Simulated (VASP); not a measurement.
# Lu (Fd-3m) in VASP: single point with PBE

Aim: the single point of Lu with PBE.

Program: VASP 6.6.1. These are calculated values, not measurements. Logs are shortened: lines on timing, memory, paths and dates and some standing lists are left out, and cuts for length are marked.

### Step 1. The cell of the first run

Symmetry: Fd-3m, No. 227, cubic system. Conventional cell: a = 7.404 Å, b = 7.404 Å, c = 7.404 Å, α = 90.00°, β = 90.00°, γ = 90.00°. Within 4.2 Å of Lu (site symmetry -43m) lie 4 Lu at 3.21 Å.

This isn't the form of Lu at room conditions, which is hcp.

### Step 2. Single point, PBE

The input, INCAR:

```
SYSTEM = Lu
ALGO     = Normal         ! electronic algorithm
EDIFF    = 1E-6           ! SCF threshold, eV
ENCUT    = 520            ! plane-wave cutoff, eV
GGA      = PE             ! functional
ISIF     = 2              ! what is computed and relaxed
ISMEAR   = -1             ! smearing method
LASPH    = .TRUE.         ! aspherical terms in the spheres
LCHARG   = .TRUE.         ! write CHGCAR
LELF     = .TRUE.         ! ELF
LREAL    = .FALSE.        ! projectors in reciprocal space
LVHAR    = .TRUE.       
LWAVE    = .FALSE.        ! write WAVECAR
NBANDS   = 32             ! bands
NELM     = 80             ! most SCF steps
PREC     = Accurate       ! precision mode
SIGMA    = 0.1            ! smearing width, eV
```

The input, KPOINTS:

```
k-points
0
G
  12 12 12
  0 0 0
```

The input, POSCAR:

```
Lu
1.0
    0.0000000000      3.7019372464      3.7019372464
    3.7019372464      0.0000000000      3.7019372464
    3.7019372464      3.7019372464      0.0000000000
Lu
2
Direct
    0.1250000000      0.1250000000      0.1250000000
    0.8750000000      0.8750000000      0.8750000000
```

Potentials or basis: VASP PAW PBE potentials, release 64 (Lu).

Command:

```
> cat potpaw_PBE.64/Lu/POTCAR > POTCAR
> mpirun -np 1 vasp_std > vasp.out
```

OUTCAR:

```text
SYSTEM = Lu
   EDIFF = 1E-6
   ENCUT = 520
   GGA = PE
   ISIF = 2
   ISMEAR = -1
   LASPH = .TRUE.
   LREAL = .FALSE.
   NELM = 80
   PREC = Accurate

 ion  position               nearest neighbor table
   1  0.125  0.125  0.125-   2 3.21   2 3.21   2 3.21   2 3.21
   2  0.875  0.875  0.875-   1 3.21   1 3.21   1 3.21   1 3.21

  LATTYP: Found a face centered cubic cell.
 ALAT       =     7.4038744928

  Lattice vectors:

 A1 = (   0.0000000000,   3.7019372464,   3.7019372464)
 A2 = (   3.7019372464,   0.0000000000,   3.7019372464)
 A3 = (   3.7019372464,   3.7019372464,   0.0000000000)

Analysis of symmetry for initial positions (statically):
=====================================================================
 Subroutine PRICEL returns:
 Original cell was already a primitive cell.

 Routine SETGRP: Setting up the symmetry group for a
 face centered cubic supercell.

 Subroutine GETGRP returns: Found 48 space group operations
 (whereof 12 operations were pure point group operations)
 out of a pool of 48 trial point group operations.

The static configuration has the point symmetry D_3d.
 The point group associated with its full space group is O_h .

Analysis of symmetry for dynamics (positions and initial velocities):
=====================================================================
 Subroutine PRICEL returns:
 Original cell was already a primitive cell.

 Routine SETGRP: Setting up the symmetry group for a
 face centered cubic supercell.

 Subroutine GETGRP returns: Found 48 space group operations
 (whereof 12 operations were pure point group operations)
 out of a pool of 48 trial point group operations.

The dynamic configuration has the point symmetry D_3d.
 The point group associated with its full space group is O_h .

 Subroutine INISYM returns: Found 48 space group operations
 (whereof 12 operations are pure point group operations),
 and found     1 'primitive' translations

----------------------------------------------------------------------------------------

                                     Primitive cell

  volume of cell :     101.4652

  direct lattice vectors                    reciprocal lattice vectors
     0.000000000  3.701937246  3.701937246    -0.135064418  0.135064418  0.135064418
     3.701937246  0.000000000  3.701937246     0.135064418 -0.135064418  0.135064418
     3.701937246  3.701937246  0.000000000     0.135064418  0.135064418 -0.135064418

  length of vectors
     5.235329861  5.235329861  5.235329861     0.233938434  0.233938434  0.233938434

  position of ions in fractional coordinates (direct lattice)
     0.125000000  0.125000000  0.125000000
     0.875000000  0.875000000  0.875000000

  ion indices of the primitive-cell ions
   primitive index   ion index
                 1           1
                 2           2

----------------------------------------------------------------------------------------

 KPOINTS: k-points

Automatic generation of k-mesh.
 Grid dimensions read from file:
 generate k-points for:   12   12   12

 Generating k-lattice:

  Cartesian coordinates                     Fractional coordinates (reciprocal lattice)
    -0.011255368  0.011255368  0.011255368     0.083333333  0.000000000  0.000000000
     0.011255368 -0.011255368  0.011255368     0.000000000  0.083333333  0.000000000
     0.011255368  0.011255368 -0.011255368     0.000000000  0.000000000  0.083333333

  Length of vectors
     0.019494870  0.019494870  0.019494870

  Shift w.r.t. Gamma in fractional coordinates (k-lattice)
     0.000000000  0.000000000  0.000000000

 Subroutine IBZKPT returns following result:
 ===========================================

 Found     72 irreducible k-points:

 Following reciprocal coordinates:
            Coordinates               Weight
  0.000000  0.000000  0.000000      1.000000
  0.083333  0.000000  0.000000      8.000000
  0.166667  0.000000  0.000000      8.000000
  0.250000  0.000000  0.000000      8.000000
  0.333333  0.000000  0.000000      8.000000
  0.416667  0.000000  0.000000      8.000000
[... 16 lines left out ...]
  0.500000  0.166667  0.000000     24.000000
 -0.416667  0.166667  0.000000     24.000000
 [... further k-points ...]
   k-points           NKPTS =     72   k-points in BZ     NKDIM =     72   number of bands    NBANDS=     32
   number of dos      NEDOS =    301   number of ions     NIONS =      2
   total plane-waves  NPLWV =  64000
   dimension x,y,z NGX =    40 NGY =   40 NGZ =   40
   dimension x,y,z NGXF=    80 NGYF=   80 NGZF=   80
   ions per type =               2
   NGX,Y,Z   is equivalent  to a cutoff of  12.70, 12.70, 12.70 a.u.
   NGXF,Y,Z  is equivalent  to a cutoff of  25.40, 25.40, 25.40 a.u.
 SYSTEM =  Lu
   PREC   = accura    normal or accurate (medium, high low for compatibility)
   ISTART =      0    job   : 0-new  1-cont  2-samecut
   ICHARG =      2    charge: 1-file 2-atom 10-const
   ISPIN  =      1    spin polarized calculation?
   LNONCOLLINEAR =      F non collinear calculations
   LSORBIT =      F    spin-orbit coupling
   LASPH  =      T    aspherical Exc in radial PAW
   ENCUT  =  520.0 eV  38.22 Ry    6.18 a.u.   9.73  9.73  9.73*2*pi/ulx,y,z
   NELM   =     80;   NELMIN=  2; NELMDL= -5     # of ELM steps
   EDIFF  = 0.1E-05   stopping-criterion for ELM
   LREAL  =      F    real-space projection
   EDIFFG = 0.1E-04   stopping-criterion for IOM
   NSW    =      0    number of steps for IOM
   IBRION =     -1    ionic relax: 0-MD 1-quasi-New 2-CG
   NFREE  =      0    steps in history (QN), initial steepest desc. (CG)
   ISIF   =      2    stress and relaxation
   ISYM   =      2    0-nonsym 1-usesym 2-fastsym
   POTIM  = 0.5000    time-step for ionic-motion
   TEBEG  =    0.0;   TEEND  =   0.0 temperature during run
   PSTRESS=    0.0 pullay stress
   NELECT =      50.0000    total number of electrons
   NUPDOWN=      -1.0000    fix difference up-down
   EMIN   =  10.00;   EMAX   =-10.00  energy-range for DOS
   EFERMI =   0.00;   METHOD = LEGACY
   ISMEAR =    -1;   SIGMA  =   0.10  broadening in eV -4-tet -1-fermi 0-gaus
   EFERMI_NEDOS =   21; number of points for ismear=-14 and -15
   IALGO  =     38    algorithm
   IMIX   =      4    mixing-type and parameters
     AMIX     =   0.40;   BMIX     =  1.00
     AMIX_MAG =   1.60;   BMIX_MAG =  1.00
  volume/ion in A,a.u.               =      50.73       342.36
  Fermi-wavevector in a.u.,A,eV,Ry     =   1.293081  2.443569 22.749742  1.672059
  Thomas-Fermi vector in A             =   2.424749
   LORBIT       =      0    0 simple, 1 ext, 2 COOP (PROOUT), +10 PAW based schemes
   GGA     = PE    functional components
   LHFCALC =     F    Hartree Fock is set to
   AEXX    =    0.0000 exact exchange contribution
   IVDW    =     0    specifies the selected vdW correction
   LEPSILON=     F    determine dielectric tensor
   LRPA    =     F    only Hartree local field effects (RPA)
 non-spin polarized calculation
  energy-cutoff  :      520.00
  volume of cell :      101.47
 maximum number of plane-waves:      2764
   NGX = 19   NGY = 19   NGZ = 19

 number of electron      49.9999985 magnetization

 Free energy of the ion-electron system (eV)
  ---------------------------------------------------
  ext. energy  EPLUGINS =         0.00000000
  ---------------------------------------------------
  free energy    TOTEN  =        -5.12812903 eV

  energy without entropy =       -4.96758192  energy(sigma->0) =       -5.04785548

 E-fermi :   0.0146     XC(G=0):  -8.0904

 val. band max:        0.0060661129   @ k =   0.4167   0.3333   0.0833
 cond. band min:       0.0146016162   @ k =   0.4167   0.3333   0.0833
 fundamental gap:      0.0085355033
 Fermi energy:         0.0145505201

 k-point     1 :       0.0000    0.0000    0.0000
  band No.  band energies     occupation
      1     -57.2376      2.00000
      2     -57.1861      2.00000
      3     -27.9769      2.00000
      4     -27.9769      2.00000
      5     -27.9769      2.00000
      6     -27.7110      2.00000
[... 24 lines left out ...]
     31       1.8289      0.00000
     32       4.7989      0.00000

 k-point     2 :       0.0833    0.0000    0.0000
  band No.  band energies     occupation
      1     -57.2369      2.00000
      2     -57.1868      2.00000
      3     -27.9788      2.00000
      4     -27.9788      2.00000
      5     -27.9761      2.00000
      6     -27.7121      2.00000
[... 24 lines left out ...]
     31       1.8256      0.00000
     32       4.7790      0.00000

 k-point     3 :       0.1667    0.0000    0.0000
  band No.  band energies     occupation
      1     -57.2350      2.00000
      2     -57.1886      2.00000
      3     -27.9838      2.00000
      4     -27.9838      2.00000
      5     -27.9741      2.00000
      6     -27.7150      2.00000
[... 24 lines left out ...]
     31       1.8394      0.00000
     32       4.7113      0.00000

 k-point     4 :       0.2500    0.0000    0.0000
  band No.  band energies     occupation
      1     -57.2322      2.00000
      2     -57.1915      2.00000
      3     -27.9905      2.00000
      4     -27.9905      2.00000
      5     -27.9713      2.00000
      6     -27.7189      2.00000
[... 24 lines left out ...]
     31       1.9331      0.00000
     32       4.5732      0.00000

 k-point     5 :       0.3333    0.0000    0.0000
  band No.  band energies     occupation
      1     -57.2289      2.00000
      2     -57.1948      2.00000
      3     -27.9968      2.00000
      4     -27.9968      2.00000
      5     -27.9685      2.00000
      6     -27.7230      2.00000
[... 584 lines left out ...]
     31       2.0791      0.00000
     32       3.9349      0.00000

 k-point    22 :       0.4167    0.1667    0.0000
  band No.  band energies     occupation
      1     -57.2255      2.00000
      2     -57.1982      2.00000
      3     -28.0141      2.00000
      4     -28.0087      2.00000
      5     -27.9366      2.00000
      6     -27.7551      2.00000
[... 24 lines left out ...]
     31       2.3405      0.00000
     32       3.7376      0.00000

 k-point    23 :       0.5000    0.1667    0.0000
  band No.  band energies     occupation
      1     -57.2230      2.00000
      2     -57.2007      2.00000
      3     -28.0197      2.00000
      4     -28.0099      2.00000
      5     -27.9327      2.00000
      6     -27.7594      2.00000
[... 24 lines left out ...]
     31       2.4313      0.00000
     32       3.7889      0.00000

 k-point    24 :      -0.4167    0.1667    0.0000
  band No.  band energies     occupation
      1     -57.2226      2.00000
      2     -57.2011      2.00000
      3     -28.0218      2.00000
      4     -28.0078      2.00000
      5     -27.9335      2.00000
      6     -27.7585      2.00000
[... 24 lines left out ...]
     31       2.4889      0.00000
     32       3.5460      0.00000

 [... further k-points ...]

------------------------ aborting loop because EDIFF is reached ----------------------------------------

  FORCE on cell =-STRESS in cart. coord.  units (eV):
  Direction    XX          YY          ZZ          XY          YZ          ZX
  --------------------------------------------------------------------------------------
  -------------------------------------------------------------------------------------
  Total        0.0464037      0.0464037      0.0464037     -0.0000000      0.0000000      0.0000000
  in kB        0.7327328      0.7327328      0.7327328     -0.0000000      0.0000000      0.0000000
  external PRESSURE =       0.7327328 kB  Pullay stress =       0.0000000 kB

 VOLUME and BASIS-vectors are now :
 -----------------------------------------------------------------------------
  energy-cutoff  :      520.00
  volume of cell :      101.47
      direct lattice vectors                 reciprocal lattice vectors
     0.000000000  3.701937246  3.701937246    -0.135064418  0.135064418  0.135064418
     3.701937246  0.000000000  3.701937246     0.135064418 -0.135064418  0.135064418
     3.701937246  3.701937246  0.000000000     0.135064418  0.135064418 -0.135064418

 POSITION                                       TOTAL-FORCE (eV/Angst)
 -----------------------------------------------------------------------------------
      0.92548      0.92548      0.92548        -0.000000     -0.000000     -0.000000
      6.47839      6.47839      6.47839         0.000000      0.000000      0.000000
 -----------------------------------------------------------------------------------
    total drift:                                0.000000      0.000000     -0.000000

  FREE ENERGIE OF THE ION-ELECTRON SYSTEM (eV)
  ---------------------------------------------------
  free  energy   TOTEN  =        -5.1281290311 eV

  energy  without entropy=       -4.9675819229  energy(sigma->0) =       -5.04785548
```

Run time: 88 s. Hardware: 1 thread of Intel Xeon 6975P-C (Granite Rapids), shared host; peak memory 0.38 GiB.

Results:

```
Free energy            : -5.1281 eV
Pressure               : 0.1 GPa
Band gap on the k mesh : zero (bands 25 and 26 overlap by 1.07 eV)
```

Caveat: spin-orbit coupling is left out, which moves the levels of the heavy elements.
